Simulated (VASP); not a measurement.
# H3C2 (C2/m) in VASP: electric field gradients with PBE+D3(BJ)

Aim: the electric field gradients of H3C2 with PBE+D3(BJ).

Everything below comes from runs of VASP 6.6.1. Logs are shortened: lines on timing, memory, paths and dates and some standing lists are left out, and cuts for length are marked.

### 1 The cell of the first run

Symmetry: C2/m, No. 12, monoclinic system. The conventional cell has a = 6.584 Å, b = 6.504 Å, c = 4.430 Å, α = 90.00°, β = 94.57°, γ = 90.00°. H (site symmetry m) has 1 C at 1.10 Å within 1.5 Å. H (site symmetry 1) has 1 C at 1.10 Å within 1.5 Å. Within 1.6 Å of C (site symmetry m) lie 2 C at 1.22 to 1.45 Å. Within 1.5 Å of C (site symmetry m) lie 3 H at 1.10 Å and 1 C at 1.45 Å.

### 2 Electric field gradients, PBE+D3(BJ)

The input, INCAR:

```
SYSTEM = H3C2
  ALGO = Normal
  EDIFF = 1E-8
  ENCUT = 520
  GGA = PE
  ISIF = 2
  ISMEAR = 0
  IVDW = 12
  LASPH = .TRUE.
  LCHARG = .FALSE.
  LEFG = .TRUE.
  LREAL = .FALSE.
  LWAVE = .FALSE.
  NBANDS = 22
  NELM = 100
  PREC = Accurate
  SIGMA = 0.01
```

The input, KPOINTS:

```
k-points
0
G
  6 6 6
  0 0 0
```

The input, POSCAR:

```
H3C2
1.0
    3.2886087638     -3.2521626436      0.1498722498
    3.2886087638      3.2521626436      0.1498722498
   -0.5537775918      0.0000000000      4.3951130163
H C
6 4
Direct
    0.2409716191      0.2409716191      0.5108070076
    0.7590283809      0.7590283809      0.4891929924
    0.2248177140      0.4983421124      0.2266024761
    0.5016578876      0.7751822860      0.7733975239
    0.7751822860      0.5016578876      0.7733975239
    0.4983421124      0.2248177140      0.2266024761
    0.0795140955      0.0795140955      0.0796359798
    0.9204859045      0.9204859045      0.9203640202
    0.2700858499      0.2700858499      0.2699175809
    0.7299141501      0.7299141501      0.7300824191
```

Potentials or basis: VASP PAW PBE potentials, release 64 (H, C).

Command:

```sh
$ cat potpaw_PBE.64/H/POTCAR potpaw_PBE.64/C/POTCAR > POTCAR
$ mpirun -np 1 vasp_std > vasp.out
```

OUTCAR:

```text
SYSTEM = H3C2
   EDIFF = 1E-8
   ENCUT = 520
   GGA = PE
   ISIF = 2
   ISMEAR = 0
   IVDW = 12
   LASPH = .TRUE.
   LREAL = .FALSE.
   NELM = 100
   PREC = Accurate
 IVDW          = 12

 ion  position               nearest neighbor table
   1  0.241  0.241  0.511-   9 1.10
   2  0.759  0.759  0.489-  10 1.10
   3  0.225  0.498  0.227-   9 1.10
   4  0.502  0.775  0.773-  10 1.10
   5  0.775  0.502  0.773-  10 1.10
   6  0.498  0.225  0.227-   9 1.10
   7  0.080  0.080  0.080-   8 1.22   9 1.45
   8  0.920  0.920  0.920-   7 1.22  10 1.45
   9  0.270  0.270  0.270-   1 1.10   3 1.10   6 1.10   7 1.45
  10  0.730  0.730  0.730-   2 1.10   4 1.10   5 1.10   8 1.45

  LATTYP: Found a base centered monoclinic cell.
 ALAT       =     6.5840441349
 B/A-ratio  =     0.9878921152
 C/A-ratio  =     0.6728179699
 COS(beta)  =    -0.0797117075

  Lattice vectors:

 A1 = (   3.2886087638,  -3.2521626436,   0.1498722498)
 A2 = (   3.2886087638,   3.2521626436,   0.1498722498)
 A3 = (  -0.5537775918,   0.0000000000,   4.3951130163)

Analysis of symmetry for initial positions (statically):
=====================================================================
 Subroutine PRICEL returns:
 Original cell was already a primitive cell.

 Routine SETGRP: Setting up the symmetry group for a
 base centered monoclinic supercell.

 Subroutine GETGRP returns: Found  4 space group operations
 (whereof  4 operations were pure point group operations)
 out of a pool of  4 trial point group operations.

The static configuration has the point symmetry C_2h.

Analysis of symmetry for dynamics (positions and initial velocities):
=====================================================================
 Subroutine PRICEL returns:
 Original cell was already a primitive cell.

 Routine SETGRP: Setting up the symmetry group for a
 base centered monoclinic supercell.

 Subroutine GETGRP returns: Found  4 space group operations
 (whereof  4 operations were pure point group operations)
 out of a pool of  4 trial point group operations.

The dynamic configuration has the point symmetry C_2h.

 Subroutine INISYM returns: Found  4 space group operations
 (whereof  4 operations are pure point group operations),
 and found     1 'primitive' translations

----------------------------------------------------------------------------------------

                                     Primitive cell

  volume of cell :      94.5521

  direct lattice vectors                    reciprocal lattice vectors
     3.288608764 -3.252162644  0.149872250     0.151171925 -0.153743848  0.019047434
     3.288608764  3.252162644  0.149872250     0.151171925  0.153743848  0.019047434
    -0.553777592  0.000000000  4.395113016    -0.010309849  0.000000000  0.226226409

  length of vectors
     4.627523220  4.627523220  4.429863209     0.216455369  0.216455369  0.226461214

  position of ions in fractional coordinates (direct lattice)
     0.240971619  0.240971619  0.510807008
     0.759028381  0.759028381  0.489192992
     0.224817714  0.498342112  0.226602476
     0.501657888  0.775182286  0.773397524
     0.775182286  0.501657888  0.773397524
     0.498342112  0.224817714  0.226602476
     0.079514096  0.079514096  0.079635980
     0.920485904  0.920485904  0.920364020
     0.270085850  0.270085850  0.269917581
     0.729914150  0.729914150  0.730082419

  ion indices of the primitive-cell ions
   primitive index   ion index
                 1           1
                 2           2
                 3           3
                 4           4
                 5           5
                 6           6
                 7           7
                 8           8
                 9           9
                10          10

----------------------------------------------------------------------------------------

 KPOINTS: k-points

Automatic generation of k-mesh.
 Grid dimensions read from file:
 generate k-points for:    6    6    6

 Generating k-lattice:

  Cartesian coordinates                     Fractional coordinates (reciprocal lattice)
[... 40 lines left out ...]
 -0.166667  0.166667  0.166667      4.000000
 [... further k-points ...]
   k-points           NKPTS =     68   k-points in BZ     NKDIM =     68   number of bands    NBANDS=     22
   number of dos      NEDOS =    301   number of ions     NIONS =     10
   total plane-waves  NPLWV =  46656
   dimension x,y,z NGX =    36 NGY =   36 NGZ =   36
   dimension x,y,z NGXF=    72 NGYF=   72 NGZF=   72
   ions per type =               6   4
   NGX,Y,Z   is equivalent  to a cutoff of  12.93, 12.93, 13.51 a.u.
   NGXF,Y,Z  is equivalent  to a cutoff of  25.87, 25.87, 27.02 a.u.
 SYSTEM =  H3C2
   PREC   = accura    normal or accurate (medium, high low for compatibility)
   ISTART =      0    job   : 0-new  1-cont  2-samecut
   ICHARG =      2    charge: 1-file 2-atom 10-const
   ISPIN  =      1    spin polarized calculation?
   LNONCOLLINEAR =      F non collinear calculations
   LSORBIT =      F    spin-orbit coupling
   LASPH  =      T    aspherical Exc in radial PAW
   ENCUT  =  520.0 eV  38.22 Ry    6.18 a.u.   8.60  8.60  8.24*2*pi/ulx,y,z
   NELM   =    100;   NELMIN=  2; NELMDL= -5     # of ELM steps
   EDIFF  = 0.1E-07   stopping-criterion for ELM
   LREAL  =      F    real-space projection
   EDIFFG = 0.1E-06   stopping-criterion for IOM
   NSW    =      0    number of steps for IOM
   IBRION =     -1    ionic relax: 0-MD 1-quasi-New 2-CG
   NFREE  =      0    steps in history (QN), initial steepest desc. (CG)
   ISIF   =      2    stress and relaxation
   ISYM   =      2    0-nonsym 1-usesym 2-fastsym
   POTIM  = 0.5000    time-step for ionic-motion
   TEBEG  =    0.0;   TEEND  =   0.0 temperature during run
   PSTRESS=    0.0 pullay stress
   NELECT =      22.0000    total number of electrons
   NUPDOWN=      -1.0000    fix difference up-down
   EMIN   =  10.00;   EMAX   =-10.00  energy-range for DOS
   EFERMI =   0.00;   METHOD = LEGACY
   ISMEAR =     0;   SIGMA  =   0.01  broadening in eV -4-tet -1-fermi 0-gaus
   EFERMI_NEDOS =   21; number of points for ismear=-14 and -15
   IALGO  =     38    algorithm
   IMIX   =      4    mixing-type and parameters
     AMIX     =   0.40;   BMIX     =  1.00
     AMIX_MAG =   1.60;   BMIX_MAG =  1.00
  volume/ion in A,a.u.               =       9.46        63.81
  Fermi-wavevector in a.u.,A,eV,Ry     =   1.006913  1.902790 13.794594  1.013874
  Thomas-Fermi vector in A             =   2.139685
   LORBIT       =      0    0 simple, 1 ext, 2 COOP (PROOUT), +10 PAW based schemes
   GGA     = PE    functional components
   LHFCALC =     F    Hartree Fock is set to
   AEXX    =    0.0000 exact exchange contribution
   IVDW    =    12    specifies the selected vdW correction
   LEPSILON=     F    determine dielectric tensor
   LRPA    =     F    only Hartree local field effects (RPA)
 non-spin polarized calculation
 Gauss-broadening in eV      SIGMA  =   0.01
  energy-cutoff  :      520.00
  volume of cell :       94.55
 maximum number of plane-waves:      2561
 NGX is ok and might be reduce to    36
   NGX = 17   NGY = 17   NGZ = 17

 number of electron      22.0000002 magnetization

 Free energy of the ion-electron system (eV)
  ---------------------------------------------------
  ext. energy  EPLUGINS =         0.00000000
  ---------------------------------------------------
  free energy    TOTEN  =       -56.72263824 eV

  energy without entropy =      -56.72263824  energy(sigma->0) =      -56.72263824

 E-fermi :  -1.3958     XC(G=0):  -7.5220

 val. band max:       -1.4541341609   @ k =   0.5000   0.5000   0.5000
 cond. band min:       3.1926703096   @ k =   0.0000   0.0000   0.0000
 fundamental gap:      4.6468044705
 Fermi energy:        -1.3958429535

 k-point     1 :       0.0000    0.0000    0.0000
  band No.  band energies     occupation
      1     -15.6979      2.00000
      2     -14.1768      2.00000
      3     -12.4091      2.00000
      4      -7.4083      2.00000
      5      -6.7544      2.00000
      6      -6.2227      2.00000
[... 589 lines left out ...]
     21       9.7760      0.00000
     22       9.8430      0.00000

 [... further k-points ...]

------------------------ aborting loop because EDIFF is reached ----------------------------------------

 Edisp (eV)   -0.57909

 E8    (eV) :    -0.1372

  FORCE on cell =-STRESS in cart. coord.  units (eV):
  Direction    XX          YY          ZZ          XY          YZ          ZX
  --------------------------------------------------------------------------------------
  -------------------------------------------------------------------------------------
  Total      -0.00106    -0.04914    -0.01161     0.00000     0.00000     0.04520
  in kB      -0.01793    -0.83260    -0.19674     0.00000     0.00000     0.76586
  external pressure =       -0.35 kB  Pullay stress =        0.00 kB

 VOLUME and BASIS-vectors are now :
 -----------------------------------------------------------------------------
  energy-cutoff  :      520.00
  volume of cell :       94.55
      direct lattice vectors                 reciprocal lattice vectors
     3.288608764 -3.252162644  0.149872250     0.151171925 -0.153743848  0.019047434
     3.288608764  3.252162644  0.149872250     0.151171925  0.153743848  0.019047434
    -0.553777592  0.000000000  4.395113016    -0.010309849  0.000000000  0.226226409

 POSITION                                       TOTAL-FORCE (eV/Angst)
 -----------------------------------------------------------------------------------
      1.30205      0.00000      2.31728        -0.005619      0.000000      0.021028
      4.72139      0.00000      2.37757         0.005619      0.000000     -0.021028
      2.25270      0.88955      1.10433         0.012816      0.016822     -0.002487
      3.77074      0.88955      3.59053        -0.012816      0.016822      0.002487
      3.77074     -0.88955      3.59053        -0.012816     -0.016822      0.002487
      2.25270     -0.88955      1.10433         0.012816     -0.016822     -0.002487
      0.47888      0.00000      0.37384         0.050767      0.000000      0.039878
      5.54456      0.00000      4.32101        -0.050767      0.000000     -0.039878
      1.62694      0.00000      1.26728        -0.010482      0.000000     -0.008379
      4.39650      0.00000      3.42758         0.010482      0.000000      0.008379
 -----------------------------------------------------------------------------------
    total drift:                                0.000000     -0.000000      0.000000

  FREE ENERGIE OF THE ION-ELECTRON SYSTEM (eV)
  ---------------------------------------------------
  free  energy   TOTEN  =       -57.3017264459 eV

  energy  without entropy=      -57.3017264459  energy(sigma->0) =      -57.30172645

 Electric field gradients (V/A^2)
---------------------------------------------------------------------
 ion       V_xx      V_yy      V_zz      V_xy      V_xz      V_yz
---------------------------------------------------------------------
   1      -9.683   -13.682    23.365     0.000   -10.869    -0.000
   2      -9.683   -13.682    23.365     0.000   -10.869     0.000
   3      -0.183    12.529   -12.346    18.305    -2.921    -4.855
   4      -0.183    12.529   -12.346   -18.305    -2.921     4.855
   5      -0.183    12.529   -12.346    18.305    -2.921    -4.855
   6      -0.183    12.529   -12.346   -18.305    -2.921     4.855
   7     -14.018    16.202    -2.184    -0.000   -23.408    -0.000
   8     -14.018    16.202    -2.184    -0.000   -23.408     0.000
   9       6.152    -7.206     1.054     0.000    10.472    -0.000
  10       6.152    -7.206     1.054     0.000    10.472     0.000
---------------------------------------------------------------------

 Electric field gradients after diagonalization (V/A^2)
 (convention: |V_zz| > |V_xx| > |V_yy|)
----------------------------------------------------------------------
 ion       V_xx      V_yy      V_zz     asymmetry (V_yy - V_xx)/ V_zz
----------------------------------------------------------------------
   1     -13.682   -12.937    26.619       0.028
   2     -13.682   -12.937    26.619       0.028
   3     -13.617   -12.758    26.375       0.033
   4     -13.617   -12.758    26.375       0.033
   5     -13.617   -12.758    26.375       0.033
   6     -13.617   -12.758    26.375       0.033
   7      16.202    16.043   -32.245       0.005
   8      16.202    16.043   -32.245       0.005
   9      -7.206    -7.175    14.381       0.002
  10      -7.206    -7.175    14.381       0.002
----------------------------------------------------------------------

           NMR quadrupolar parameters

 Cq : quadrupolar parameter    Cq=e*Q*V_zz/h
 eta: asymmetry parameters     (V_yy - V_xx)/ V_zz
 Q  : nuclear electric quadrupole moment in mb (millibarn)
----------------------------------------------------------------------
 ion       Cq(MHz)       eta       Q (mb)
----------------------------------------------------------------------
   1       0.064       0.028       1.000
   2       0.064       0.028       1.000
   3       0.064       0.033       1.000
   4       0.064       0.033       1.000
   5       0.064       0.033       1.000
   6       0.064       0.033       1.000
   7      -0.078       0.005       1.000
   8      -0.078       0.005       1.000
   9       0.035       0.002       1.000
  10       0.035       0.002       1.000
----------------------------------------------------------------------
```

Wall time 4.7 min (1 thread of AMD EPYC 7R43 (Zen 3), shared host); peak memory 0.21 GiB.

What came out:

* Free energy: -57.3017 eV
* Pressure: 0.0 GPa
* Largest force: 0.065 eV/Å
* Band gap on the k mesh: 4.65 eV, indirect (least direct gap 5.20 eV)
* Dispersion energy per atom: -0.058 eV

Forces in eV/Å, atoms in the order of the input:
```
H   -0.006  0.000  0.021
H    0.006  0.000 -0.021
H    0.013  0.017 -0.002
H   -0.013  0.017  0.002
H   -0.013 -0.017  0.002
H    0.013 -0.017 -0.002
C    0.051  0.000  0.040
C   -0.051  0.000 -0.040
C   -0.010  0.000 -0.008
C    0.010  0.000  0.008
```

Levels at points of the mesh, in eV from the valence-band top:
```tsv
k point	band 8	band 9	band 10	band 11	band 12	band 13	band 14	band 15
(0.00, 0.00, 0.00)	-4.42	-4.36	-1.44	-1.34	4.65	5.76	6.09	8.50
(0.50, 0.00, 0.00)	-4.53	-4.47	-1.24	-0.39	4.95	5.57	6.61	7.19
(0.50, 0.50, 0.00)	-4.51	-4.13	-0.91	-0.09	5.11	6.33	7.17	7.54
(0.00, 0.00, 0.50)	-4.56	-4.52	-1.28	-0.45	5.12	5.78	6.81	7.46
(0.50, 0.00, 0.50)	-4.62	-4.21	-1.02	-0.14	5.38	6.57	7.24	7.96
(0.50, 0.50, 0.50)	-4.78	-4.68	-0.05	0.00	6.33	6.48	7.72	8.19
```

Electric field gradients, principal values (V/Å²):
| atom | least | middle | greatest (by size) |
| --- | --- | --- | --- |
| 1 H | -12.937 | -13.682 | 26.619 |
| 2 H | -12.937 | -13.682 | 26.619 |
| 3 H | -12.758 | -13.617 | 26.375 |
| 4 H | -12.758 | -13.617 | 26.375 |
| 5 H | -12.758 | -13.617 | 26.375 |
| 6 H | -12.758 | -13.617 | 26.375 |
| 7 C | 16.043 | 16.202 | -32.245 |
| 8 C | 16.043 | 16.202 | -32.245 |
| 9 C | -7.175 | -7.206 | 14.381 |
| 10 C | -7.175 | -7.206 | 14.381 |

Caveat: without QUAD_EFG the Cq values of the log hold for a quadrupole moment of 1 mb, not for the nuclei. Expect the measured gap to be larger: semilocal functionals such as PBE lack the derivative discontinuity.
